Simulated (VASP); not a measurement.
A run of VASP 6.6.1:

The input INCAR:

```
SYSTEM = ZrS2
ALGO     = Normal         ! electronic algorithm
EDIFF    = 1E-6           ! SCF threshold, eV
ENCUT    = 500            ! plane-wave cutoff, eV
GGA      = PE             ! functional
GGA_COMPAT= .FALSE.      
ISIF     = 2              ! what is computed and relaxed
ISMEAR   = 0              ! smearing method
LASPH    = .TRUE.         ! aspherical terms in the spheres
LCHARG   = .TRUE.         ! write CHGCAR
LELF     = .TRUE.         ! ELF
LREAL    = .FALSE.        ! projectors in reciprocal space
LVHAR    = .TRUE.       
LWAVE    = .FALSE.        ! write WAVECAR
NBANDS   = 19             ! bands
NELM     = 120            ! most SCF steps
PREC     = Accurate       ! precision mode
SIGMA    = 0.01           ! smearing width, eV
```

KPOINTS

```
k-points
0
G
  6 6 2
  0 0 0
```

Contents of POSCAR:

```
ZrS2
1.0
    3.6743990845      0.0000000000      0.0000000000
   -1.8371995423      3.1821229508      0.0000000000
    0.0000000000      0.0000000000      5.8568562691
Zr S
1 2
Direct
    0.0000000000      0.0000000000      0.0000000000
    0.3333333333      0.6666666667      0.2462324601
    0.6666666667      0.3333333333      0.7537675399
```

Potentials or basis: VASP PAW PBE potentials, release 64 (Zr_sv, S).

Run with:

```sh
$ cat potpaw_PBE.64/Zr_sv/POTCAR potpaw_PBE.64/S/POTCAR > POTCAR
$ mpirun -np 1 vasp_std > vasp.out
```

Hardware: 1 thread of Intel(R) Xeon(R) Platinum 8559C (Emerald Rapids) (shared host).

**Question.** How long does it take, and how much memory?

**Answer.** Run time: 10 s on 1 thread of Intel(R) Xeon(R) Platinum 8559C (Emerald Rapids), with other jobs on the host, peak memory 0.18 GiB. Counts: scf iterations 14, k points 14.
